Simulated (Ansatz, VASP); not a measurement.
Two plane-wave programs on BaS

```
CELL_PARAMETERS angstrom
5.35495 0.00000 0.00000
-2.67747 4.63752 0.00000
0.00000 0.00000 6.39263
ATOMIC_POSITIONS crystal
Ba 0.33333 0.66667 0.93750
Ba 0.66667 0.33333 0.43750
S 0.33333 0.66667 0.43750
S 0.66667 0.33333 0.93750
```

Change from the starting cell: epitaxial_xy strain -0.5%.

Alike in both runs: task single point; functional PBE; k mesh 6 × 6 × 4; occupations fermi-dirac, width 0.02 eV; no spin polarisation.

```csv
,VASP,Ansatz
version,VASP 6.6.1,Ansatz 0.2.0
potentials or method,"VASP PAW PBE potentials, release 64 (Ba_sv, S)","plane waves, PAW"
plane-wave cutoff (eV),520,420
valence electrons in the cell,32,32
```

|  | VASP | Ansatz | Ansatz less VASP |
| --- | --- | --- | --- |
| gap on the k mesh at the Fermi level (eV) | 2.47 | 2.56 | +0.091 |
| pressure (GPa) | 0.7 | 0.3 | -0.47 |
| traceless stress, the component that is largest in VASP (GPa) | -0.18 | -0.23 | -0.049 |

Spin-orbit coupling is off throughout.
